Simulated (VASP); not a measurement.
# SiC (Cmc2_1) in VASP: further runs

Runs on SiC. Level: r2SCAN. Tasks: single point.

Program: VASP 6.6.1. These are calculated values, not measurements. Logs are shortened: lines on timing, memory, paths and dates and some standing lists are left out, and cuts for length are marked.

## Step 1: The cell of the first run

It takes space group Cmc2_1 (No. 36, orthorhombic). The conventional cell has a = 3.076 Å, b = 5.328 Å, c = 5.048 Å, α = 90.00°, β = 90.00°, γ = 90.00°. Si (site symmetry m) has 4 C at 1.85 to 2.03 Å within 2.5 Å. Within 2.5 Å of C (site symmetry m) lie 4 Si at 1.85 to 2.03 Å.

## Step 2: Single point, r2SCAN (atoms displaced along a vibrational mode)

POSCAR reads:

```
SiC
1.0
    3.0759982064      0.0000000000      0.0000000000
   -1.5379991032      2.6638925888      0.0000000000
    0.0000000000      0.0000000000      5.0480000000
Si C
2 2
Direct
    0.2770247567      0.5540495134      0.0000000000
    0.7229752433      0.4459504866      0.5000000000
    0.3839969918      0.7679939836      0.3850000000
    0.6160030082      0.2320060164      0.8850000000
```

INCAR.step1 reads:

```
SYSTEM = SiC
PREC     = Accurate       ! precision mode
ENCUT    = 520            ! plane-wave cutoff, eV
ISMEAR   = 0              ! smearing method
SIGMA    = 0.05           ! smearing width, eV
LREAL    = .FALSE.        ! projectors in reciprocal space
LASPH    = .TRUE.         ! aspherical terms in the spheres
NELM     = 100            ! most SCF steps
NBANDS   = 16             ! bands
GGA      = PE             ! functional
ALGO     = Normal         ! electronic algorithm
EDIFF    = 1E-4           ! SCF threshold, eV
LWAVE    = .TRUE.         ! write WAVECAR
LCHARG   = .FALSE.        ! write CHGCAR
```

INCAR.step2 reads:

```
SYSTEM = SiC
PREC     = Accurate       ! precision mode
ENCUT    = 520            ! plane-wave cutoff, eV
EDIFF    = 1E-7           ! SCF threshold, eV
ISMEAR   = 0              ! smearing method
SIGMA    = 0.05           ! smearing width, eV
LREAL    = .FALSE.        ! projectors in reciprocal space
LASPH    = .TRUE.         ! aspherical terms in the spheres
NELM     = 100            ! most SCF steps
ALGO     = Normal         ! electronic algorithm
ISIF     = 2              ! what is computed and relaxed
LWAVE    = .FALSE.        ! write WAVECAR
LCHARG   = .TRUE.         ! write CHGCAR
METAGGA  = R2SCAN         ! meta-GGA
LMIXTAU  = .TRUE.       
LELF     = .TRUE.         ! ELF
LVHAR    = .TRUE.       
NBANDS   = 16             ! bands
ISTART   = 1
```

KPOINTS reads:

```
regular mesh
0
G
  12 12 6
  0 0 0
```

Potentials or basis: VASP PAW PBE potentials, release 64 (Si, C).

Started as:

```sh
cat potpaw_PBE.64/Si/POTCAR potpaw_PBE.64/C/POTCAR > POTCAR
cp INCAR.step1 INCAR
mpirun -np 1 vasp_std > vasp.out
cp INCAR.step2 INCAR
mpirun -np 1 vasp_std > vasp.out
```

OUTCAR:

```text
SYSTEM = SiC
   PREC = Accurate
   ENCUT = 520
   EDIFF = 1E-7
   ISMEAR = 0
   LREAL = .FALSE.
   LASPH = .TRUE.
   NELM = 100
   ISIF = 2
   METAGGA = R2SCAN
   ISTART = 1

 ion  position               nearest neighbor table
   1  0.277  0.554  0.000-   4 1.85   4 1.85   4 1.90   3 2.03   2 2.97   2 2.97   2 2.97   2 2.97

   2  0.723  0.446  0.500-   3 1.85   3 1.85   3 1.90   4 2.03   1 2.97   1 2.97   1 2.97   1 2.97

   3  0.384  0.768  0.385-   2 1.85   2 1.85   2 1.90   1 2.03
   4  0.616  0.232  0.885-   1 1.85   1 1.85   1 1.90   2 2.03

  LATTYP: Found a hexagonal cell.
 ALAT       =     3.0759982064
 C/A-ratio  =     1.6410932846

  Lattice vectors:

 A1 = (   3.0759982064,   0.0000000000,   0.0000000000)
 A2 = (  -1.5379991032,   2.6638925888,   0.0000000000)
 A3 = (   0.0000000000,   0.0000000000,   5.0480000000)

Analysis of symmetry for initial positions (statically):
=====================================================================
 Subroutine PRICEL returns:
 Original cell was already a primitive cell.

 Routine SETGRP: Setting up the symmetry group for a
 hexagonal supercell.

 Subroutine GETGRP returns: Found  4 space group operations
 (whereof  2 operations were pure point group operations)
 out of a pool of 24 trial point group operations.

The static configuration has the point symmetry C_1h.
 The point group associated with its full space group is C_2v.

Analysis of symmetry for dynamics (positions and initial velocities):
=====================================================================
 Subroutine PRICEL returns:
 Original cell was already a primitive cell.

 Routine SETGRP: Setting up the symmetry group for a
 hexagonal supercell.

 Subroutine GETGRP returns: Found  4 space group operations
 (whereof  2 operations were pure point group operations)
 out of a pool of 24 trial point group operations.

The dynamic configuration has the point symmetry C_1h.
 The point group associated with its full space group is C_2v.

 Subroutine INISYM returns: Found  4 space group operations
 (whereof  2 operations are pure point group operations),
 and found     1 'primitive' translations

----------------------------------------------------------------------------------------

                                     Primitive cell

  volume of cell :      41.3640

  direct lattice vectors                    reciprocal lattice vectors
     3.075998206  0.000000000  0.000000000     0.325097719  0.187695255  0.000000000
[... 92 lines left out ...]
   EDIFFG = 0.1E-05   stopping-criterion for IOM
   NSW    =      0    number of steps for IOM
   IBRION =     -1    ionic relax: 0-MD 1-quasi-New 2-CG
   NFREE  =      0    steps in history (QN), initial steepest desc. (CG)
   ISIF   =      2    stress and relaxation
   ISYM   =      2    0-nonsym 1-usesym 2-fastsym
   POTIM  = 0.5000    time-step for ionic-motion
   TEBEG  =    0.0;   TEEND  =   0.0 temperature during run
   PSTRESS=    0.0 pullay stress
   NELECT =      16.0000    total number of electrons
   NUPDOWN=      -1.0000    fix difference up-down
   EMIN   =  10.00;   EMAX   =-10.00  energy-range for DOS
   EFERMI =   0.00;   METHOD = LEGACY
   ISMEAR =     0;   SIGMA  =   0.05  broadening in eV -4-tet -1-fermi 0-gaus
   EFERMI_NEDOS =   21; number of points for ismear=-14 and -15
   IALGO  =     38    algorithm
   IMIX   =      4    mixing-type and parameters
     AMIX     =   0.40;   BMIX     =  1.00
     AMIX_MAG =   1.60;   BMIX_MAG =  1.00
  volume/ion in A,a.u.               =      10.34        69.78
  Fermi-wavevector in a.u.,A,eV,Ry     =   1.192818  2.254099 19.358564  1.422814
  Thomas-Fermi vector in A             =   2.328847
   LORBIT       =      0    0 simple, 1 ext, 2 COOP (PROOUT), +10 PAW based schemes
   METAGGA = R2SCAN    functional components
   LHFCALC =     F    Hartree Fock is set to
   AEXX    =    0.0000 exact exchange contribution
   IVDW    =     0    specifies the selected vdW correction
   LEPSILON=     F    determine dielectric tensor
   LRPA    =     F    only Hartree local field effects (RPA)
 non-spin polarized calculation
 Gauss-broadening in eV      SIGMA  =   0.05
  energy-cutoff  :      520.00
  volume of cell :       41.36
 maximum number of plane-waves:      1132
   NGX = 11   NGY = 11   NGZ = 19

 number of electron      16.0000000 magnetization

 Free energy of the ion-electron system (eV)
  ---------------------------------------------------
  ext. energy  EPLUGINS =         0.00000000
  ---------------------------------------------------
  free energy    TOTEN  =       -37.70926057 eV

  energy without entropy =      -37.70926057  energy(sigma->0) =      -37.70926057

 E-fermi :   9.1304     XC(G=0): -11.9747

 val. band max:        8.8525711415   @ k =   0.0000   0.0000   0.0000
 cond. band min:      10.5728007117   @ k =   0.3333   0.3333   0.0000
 fundamental gap:      1.7202295703
 Fermi energy:         9.1304350092

 k-point     1 :       0.0000    0.0000    0.0000
  band No.  band energies     occupation
      1      -8.1681      2.00000
      2      -4.6268      2.00000
      3      -0.5029      2.00000
      4       6.8738      2.00000
      5       6.9278      2.00000
      6       7.4242      2.00000
[... 433 lines left out ...]
      3       0.1134      2.00000
      4       2.0368      2.00000
      5       2.5700      2.00000
      6       4.7837      2.00000
[... 8 lines left out ...]
     15      19.9826      0.00000
     16      21.8055      0.00000

 [... further k-points ...]

------------------------ aborting loop because EDIFF is reached ----------------------------------------

  FORCE on cell =-STRESS in cart. coord.  units (eV):
  Direction    XX          YY          ZZ          XY          YZ          ZX
  --------------------------------------------------------------------------------------
  -------------------------------------------------------------------------------------
  Total       -0.0426007     -0.7778824     -0.1659005      0.0000000      0.0000000      0.0000000
  in kB       -1.6500798    -30.1302249     -6.4259328      0.0000000      0.0000000      0.0000000
  external PRESSURE =     -12.7354125 kB  Pullay stress =       0.0000000 kB

 VOLUME and BASIS-vectors are now :
 -----------------------------------------------------------------------------
  energy-cutoff  :      520.00
  volume of cell :       41.36
      direct lattice vectors                 reciprocal lattice vectors
     3.075998206  0.000000000  0.000000000     0.325097719  0.187695255  0.000000000
    -1.537999103  2.663892589  0.000000000     0.000000000  0.375390511  0.000000000
     0.000000000  0.000000000  5.048000000     0.000000000  0.000000000  0.198098257

 POSITION                                       TOTAL-FORCE (eV/Angst)
 -----------------------------------------------------------------------------------
      0.00000      1.47593      0.00000         0.000000      1.910201      0.791399
      1.53800      1.18796      2.52400         0.000000     -1.910201      0.791399
     -0.00000      2.04585      1.94348         0.000000     -1.083547     -0.791399
      1.53800      0.61804      4.46748        -0.000000      1.083547     -0.791399
 -----------------------------------------------------------------------------------
    total drift:                               -0.000000     -0.000000      0.000131

  FREE ENERGIE OF THE ION-ELECTRON SYSTEM (eV)
  ---------------------------------------------------
  free  energy   TOTEN  =       -37.7092605721 eV

  energy  without entropy=      -37.7092605721  energy(sigma->0) =      -37.70926057
```

OUTCAR.step1:

```text
SYSTEM = SiC
   PREC = Accurate
   ENCUT = 520
   ISMEAR = 0
   LREAL = .FALSE.
   LASPH = .TRUE.
   NELM = 100
[... 688 lines left out ...]
      1.53800      1.18796      2.52400         0.000000     -1.774288      0.825242
     -0.00000      2.04585      1.94348         0.000000     -0.925312     -0.825242
      1.53800      0.61804      4.46748         0.000000      0.925312     -0.825242
 -----------------------------------------------------------------------------------
    total drift:                               -0.000000     -0.000000      0.004057

  FREE ENERGIE OF THE ION-ELECTRON SYSTEM (eV)
  ---------------------------------------------------
  free  energy   TOTEN  =       -29.2619891327 eV

  energy  without entropy=      -29.2619891327  energy(sigma->0) =      -29.26198913
```

Run time: 5.2 min. Hardware: 1 thread of AMD EPYC 9R45 (Zen 5), shared host; peak memory 0.2 GiB.

Results:

```
Free energy            : -37.7093 eV
Pressure               : -1.3 GPa
Largest force          : 2.068 eV/Å
Band gap on the k mesh : 1.72 eV (least direct gap 4.09 eV)
```

Forces on the atoms (eV/Å):
```
Si   0.000  1.910  0.791
Si   0.000 -1.910  0.791
C    0.000 -1.084 -0.791
C    0.000  1.084 -0.791
```

Caveat: the cell differs from its parent crystal (atoms displaced along a vibrational mode); the PAW data sets were made with another functional, which shifts forces and pressure a little. A k mesh can miss the band edges.

(Continued in part 2 of 3.)
